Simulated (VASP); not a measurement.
# H6Rh (F-43m) in VASP: a series of runs

Runs on H6Rh. Level: PBE. Tasks: single point, relaxation of cell and atoms.

Everything below comes from runs of VASP 6.6.1. Logs are shortened: lines on timing, memory, paths and dates and some standing lists are left out, and cuts for length are marked.

### Step 1. The cell of the first run

It takes space group F-43m (No. 216, cubic). The conventional cell has a = 5.765 Å, b = 5.765 Å, c = 5.765 Å, α = 90.00°, β = 90.00°, γ = 90.00°. Within 2.1 Å of H (site symmetry 3m) lie 3 H at 1.55 Å and 1 Rh at 1.55 Å. H (site symmetry -43m) has 16 H at 2.46 to 2.50 Å and 4 Rh at 2.50 Å within 3.2 Å. Within 3.1 Å of H (site symmetry -43m) lie 16 H at 2.36 to 2.50 Å and 6 Rh at 2.88 Å. Within 2.1 Å of Rh (site symmetry -43m) lie 4 H at 1.55 Å.

The cell was generated, and may not be a known phase.

### Step 2. Single point, PBE

The input, INCAR:

```
  ALGO = Normal
  EDIFF = 1E-6
  ENCUT = 520
  GGA = PE
  ISIF = 2
  ISMEAR = 0
  LASPH = T
  LCHARG = T
  LELF = T
  LREAL = F
  LVHAR = T
  LWAVE = F
  NBANDS = 20
  NELM = 100
  PREC = Accurate
  SIGMA = 0.1
```

The input, KPOINTS:

```
k-points
0
Gamma
  6 6 6
```

The input, POSCAR:

```
H6Rh
1.0
    0.0000000000      2.8822636980      2.8822636980
    2.8822636980      0.0000000000      2.8822636980
    2.8822636980      2.8822636980      0.0000000000
H Rh
6 1
Direct
    0.1551842430      0.1551842430      0.1551842430
    0.1551842430      0.1551842430      0.5344472711
    0.1551842430      0.5344472711      0.1551842430
    0.5344472711      0.1551842430      0.1551842430
    0.7500000000      0.7500000000      0.7500000000
    0.5000000000      0.5000000000      0.5000000000
    0.0000000000      0.0000000000      0.0000000000
```

Potentials or basis: VASP PAW PBE potentials, release 64 (H, Rh_pv).

The run is started by

```console
cat potpaw_PBE.64/H/POTCAR potpaw_PBE.64/Rh_pv/POTCAR > POTCAR
mpirun -np 1 vasp_std > vasp.out
```

OUTCAR:

```text
EDIFF = 1E-6
   ENCUT = 520
   GGA = PE
   ISIF = 2
   ISMEAR = 0
   LASPH = T
   LREAL = F
   NELM = 100
   PREC = Accurate

 ion  position               nearest neighbor table
   1  0.155  0.155  0.155-   7 1.55
   2  0.155  0.155  0.534-   7 1.55
   3  0.155  0.534  0.155-   7 1.55
   4  0.534  0.155  0.155-   7 1.55
   5  0.750  0.750  0.750-
   6  0.500  0.500  0.500-
   7  0.000  0.000  0.000-   2 1.55   3 1.55   4 1.55   1 1.55

  LATTYP: Found a face centered cubic cell.
 ALAT       =     5.7645273960

  Lattice vectors:

 A1 = (   0.0000000000,   2.8822636980,   2.8822636980)
 A2 = (   2.8822636980,   0.0000000000,   2.8822636980)
 A3 = (   2.8822636980,   2.8822636980,   0.0000000000)

Analysis of symmetry for initial positions (statically):
=====================================================================
 Subroutine PRICEL returns:
 Original cell was already a primitive cell.

 Routine SETGRP: Setting up the symmetry group for a
 face centered cubic supercell.

 Subroutine GETGRP returns: Found 24 space group operations
 (whereof 24 operations were pure point group operations)
 out of a pool of 48 trial point group operations.

The static configuration has the point symmetry T_d .

Analysis of symmetry for dynamics (positions and initial velocities):
=====================================================================
 Subroutine PRICEL returns:
 Original cell was already a primitive cell.

 Routine SETGRP: Setting up the symmetry group for a
 face centered cubic supercell.

 Subroutine GETGRP returns: Found 24 space group operations
 (whereof 24 operations were pure point group operations)
 out of a pool of 48 trial point group operations.

The dynamic configuration has the point symmetry T_d .

 Subroutine INISYM returns: Found 24 space group operations
 (whereof 24 operations are pure point group operations),
 and found     1 'primitive' translations

----------------------------------------------------------------------------------------

                                     Primitive cell

  volume of cell :      47.8885

  direct lattice vectors                    reciprocal lattice vectors
     0.000000000  2.882263698  2.882263698    -0.173474759  0.173474759  0.173474759
[... 88 lines left out ...]
   LREAL  =      F    real-space projection
   EDIFFG = 0.1E-04   stopping-criterion for IOM
   NSW    =      0    number of steps for IOM
   IBRION =     -1    ionic relax: 0-MD 1-quasi-New 2-CG
   NFREE  =      0    steps in history (QN), initial steepest desc. (CG)
   ISIF   =      2    stress and relaxation
   ISYM   =      2    0-nonsym 1-usesym 2-fastsym
   POTIM  = 0.5000    time-step for ionic-motion
   TEBEG  =    0.0;   TEEND  =   0.0 temperature during run
   PSTRESS=    0.0 pullay stress
   NELECT =      21.0000    total number of electrons
   NUPDOWN=      -1.0000    fix difference up-down
   EMIN   =  10.00;   EMAX   =-10.00  energy-range for DOS
   EFERMI =   0.00;   METHOD = LEGACY
   ISMEAR =     0;   SIGMA  =   0.10  broadening in eV -4-tet -1-fermi 0-gaus
   EFERMI_NEDOS =   21; number of points for ismear=-14 and -15
   IALGO  =     38    algorithm
   IMIX   =      4    mixing-type and parameters
     AMIX     =   0.40;   BMIX     =  1.00
     AMIX_MAG =   1.60;   BMIX_MAG =  1.00
  volume/ion in A,a.u.               =       6.84        46.17
  Fermi-wavevector in a.u.,A,eV,Ry     =   1.243763  2.350371 21.047476  1.546946
  Thomas-Fermi vector in A             =   2.378059
   LORBIT       =      0    0 simple, 1 ext, 2 COOP (PROOUT), +10 PAW based schemes
   GGA     = PE    functional components
   LHFCALC =     F    Hartree Fock is set to
   AEXX    =    0.0000 exact exchange contribution
   IVDW    =     0    specifies the selected vdW correction
   LEPSILON=     F    determine dielectric tensor
   LRPA    =     F    only Hartree local field effects (RPA)
 non-spin polarized calculation
 Gauss-broadening in eV      SIGMA  =   0.10
  energy-cutoff  :      520.00
  volume of cell :       47.89
 maximum number of plane-waves:      1308
   NGX = 15   NGY = 15   NGZ = 15

 number of electron      21.0000002 magnetization

 Free energy of the ion-electron system (eV)
  ---------------------------------------------------
  ext. energy  EPLUGINS =         0.00000000
  ---------------------------------------------------
  free energy    TOTEN  =       -21.15445167 eV

  energy without entropy =      -21.13963723  energy(sigma->0) =      -21.14704445

 E-fermi :   2.2515     XC(G=0): -10.0400

 val. band max:        2.2367847052   @ k =   0.5000   0.3333   0.1667
 cond. band min:       2.3103204482   @ k =  -0.3333   0.1667   0.0000
 fundamental gap:      0.0735357430
 Fermi energy:         2.2514699922

 k-point     1 :       0.0000    0.0000    0.0000
  band No.  band energies     occupation
      1     -44.2690      2.00000
      2     -44.2690      2.00000
      3     -44.2690      2.00000
      4      -7.5528      2.00000
      5      -2.2326      2.00000
      6      -2.2326      2.00000
[... 357 lines left out ...]
     19      17.2491      0.00000
     20      17.3208      0.00000

------------------------ aborting loop because EDIFF is reached ----------------------------------------

  FORCE on cell =-STRESS in cart. coord.  units (eV):
  Direction    XX          YY          ZZ          XY          YZ          ZX
  --------------------------------------------------------------------------------------
  -------------------------------------------------------------------------------------
  Total       -0.0627632     -0.0627632     -0.0627632     -0.0000000     -0.0000000      0.0000000
  in kB       -2.0998314     -2.0998314     -2.0998314     -0.0000000     -0.0000000      0.0000000
  external PRESSURE =      -2.0998314 kB  Pullay stress =       0.0000000 kB

 VOLUME and BASIS-vectors are now :
 -----------------------------------------------------------------------------
  energy-cutoff  :      520.00
  volume of cell :       47.89
      direct lattice vectors                 reciprocal lattice vectors
     0.000000000  2.882263698  2.882263698    -0.173474759  0.173474759  0.173474759
     2.882263698  0.000000000  2.882263698     0.173474759 -0.173474759  0.173474759
     2.882263698  2.882263698  0.000000000     0.173474759  0.173474759 -0.173474759

 POSITION                                       TOTAL-FORCE (eV/Angst)
 -----------------------------------------------------------------------------------
      0.89456      0.89456      0.89456         0.019236      0.019236      0.019236
      1.98770      1.98770      0.89456        -0.019236     -0.019236      0.019236
      1.98770      0.89456      1.98770        -0.019236      0.019236     -0.019236
      0.89456      1.98770      1.98770         0.019236     -0.019236     -0.019236
      4.32340      4.32340      4.32340        -0.000000     -0.000000     -0.000000
      2.88226      2.88226      2.88226        -0.000000     -0.000000     -0.000000
      0.00000      0.00000      0.00000        -0.000000     -0.000000     -0.000000
 -----------------------------------------------------------------------------------
    total drift:                                0.000000      0.000000      0.000000

  FREE ENERGIE OF THE ION-ELECTRON SYSTEM (eV)
  ---------------------------------------------------
  free  energy   TOTEN  =       -21.1544516657 eV

  energy  without entropy=      -21.1396372275  energy(sigma->0) =      -21.14704445
```

It took 22 s on 1 thread of AMD EPYC 7R43 (Zen 3), shared host; peak memory 0.14 GiB.

Results:

```
Free energy            : -21.1545 eV
Pressure               : -0.2 GPa
Largest force          : 0.033 eV/Å
Band gap on the k mesh : zero (an odd number of electrons rules out a gap without spin polarisation)
```

Forces in eV/Å, atoms in the order of the input:
```
H    0.019  0.019  0.019
H   -0.019 -0.019  0.019
H   -0.019  0.019 -0.019
H    0.019 -0.019 -0.019
H    0.000  0.000  0.000
H    0.000  0.000  0.000
Rh   0.000  0.000  0.000
```

Levels at points of the mesh, in eV from the Fermi level:
```csv
k point,band 7,band 8,band 9,band 10,band 11,band 12,band 13,band 14
"(0.00, 0.00, 0.00)",-4.48,-1.94,-1.94,-1.19,1.34,4.86,4.86,4.86
"(0.50, 0.00, 0.00)",-4.19,-2.67,-1.98,-1.98,-0.09,3.25,3.33,3.33
"(0.50, 0.50, 0.00)",-3.86,-3.68,-1.89,-1.69,0.62,1.51,1.51,1.89
```

(Continued in part 2 of 2.)

The gap in the log of VASP goes by the Fermi energy; the results here count the filled bands.